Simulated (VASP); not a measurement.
Write the native input for VASP 6.6.1 that does the following.

```yaml
Task: single point
Functional: PBE
Potentials_or_basis: VASP PAW PBE potentials, release 64 (Cd, Te)
Cutoff: 500 eV
k_mesh: 6 × 6 × 6
Occupations: fermi-dirac, width 0.05 eV
Spin: no spin polarisation
Dipole_correction: no
Further_INCAR_settings: ALGO = Normal; EDIFF = 1e-06; NBANDS = 16
```

The structure of CdTe lies in POSCAR:

```
CdTe
1.0
    0.0000000000      3.2446380000      3.2446380000
    3.2446380000      0.0000000000      3.2446380000
    3.2446380000      3.2446380000      0.0000000000
Cd Te
1 1
Direct
    0.0000000000      0.0000000000      0.0000000000
    0.2500000000      0.2500000000      0.2500000000
```

These files were run (other wordings do the same):

INCAR

```
ALGO     = Normal         # electronic algorithm
EDIFF    = 1E-6           # SCF threshold, eV
ENCUT    = 500            # plane-wave cutoff, eV
GGA      = PE             # functional
GGA_COMPAT= False        
ISIF     = 2              # what is computed and relaxed
ISMEAR   = -1             # smearing method
LASPH    = True           # aspherical terms in the spheres
LCHARG   = False          # write CHGCAR
LREAL    = False          # projectors in reciprocal space
LWAVE    = False          # write WAVECAR
NBANDS   = 16             # bands
NELM     = 120            # most SCF steps
PREC     = Accurate       # precision mode
SIGMA    = 0.05           # smearing width, eV
```

KPOINTS

```
k-points
0
Gamma
  6 6 6
```

Potentials or basis: VASP PAW PBE potentials, release 64 (Cd, Te).

The run is started by

```console
$ cat potpaw_PBE.64/Cd/POTCAR potpaw_PBE.64/Te/POTCAR > POTCAR
$ mpirun -np 1 vasp_std > vasp.out
```

It gave:

| Item | Value |
| --- | --- |
| Pressure | 2.5 GPa |
| Band gap on the k mesh | 0.76 eV |

Caveat: spin-orbit coupling is left out, which moves the levels of the heavy elements.

Wall time 11 s on 1 thread of AMD EPYC 9R45 96-Core Processor (Zen 5), with other jobs on the host, peak memory 0.18 GiB.
